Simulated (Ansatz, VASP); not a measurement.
# AgC2 in VASP and in Ansatz

```
Ag C
1.0
     2.98684    0.00000    0.00000
     0.00000    2.98684    0.00000
     0.00000    0.00000    4.17628
Ag C
1 2
Direct
  0.00000 0.00000 0.00000
  0.50000 0.50000 0.34721
  0.50000 0.50000 0.65279
```

Change from the starting cell: species swapped into the Ga2Cu type (P4/mmm, No. 123).

Alike in both runs: functional PBE; k mesh 7 × 7 × 4; occupations gaussian, width 0.2 eV; no spin polarisation.

Ansatz relaxed the structure, and its values are those at the end. VASP's run is a single point on that final structure, the one shown.

|  | VASP | Ansatz |
| --- | --- | --- |
| version | VASP 6.6.1 | Ansatz 0.2.0 |
| potentials or method | VASP PAW PBE potentials, release 64 (Ag, C), cutoff 600 eV | scalar-relativistic, plane waves, PAW |
| valence electrons in the cell | 19 | 27 |

Ansatz gave:

| Item | Value |
| --- | --- |
| gap on the k mesh at the Fermi level (eV) | none |
| pressure (GPa) | 0.3 |
| rms of the force components (eV/Å) | 0.029 |

Q: What did VASP give for the same quantities?

A: gap on the k mesh at the Fermi level (eV): none; pressure (GPa): 0.3; rms of the force components (eV/Å): 0.010.

A gap of «none» marks a metal or a gap that the smearing closes. VASP's potentials hold 19 valence electrons a cell and Ansatz's 27, so a difference there can come from the potentials and not from the codes.

The k mesh is coarse, so the values compare programs but aren't converged.
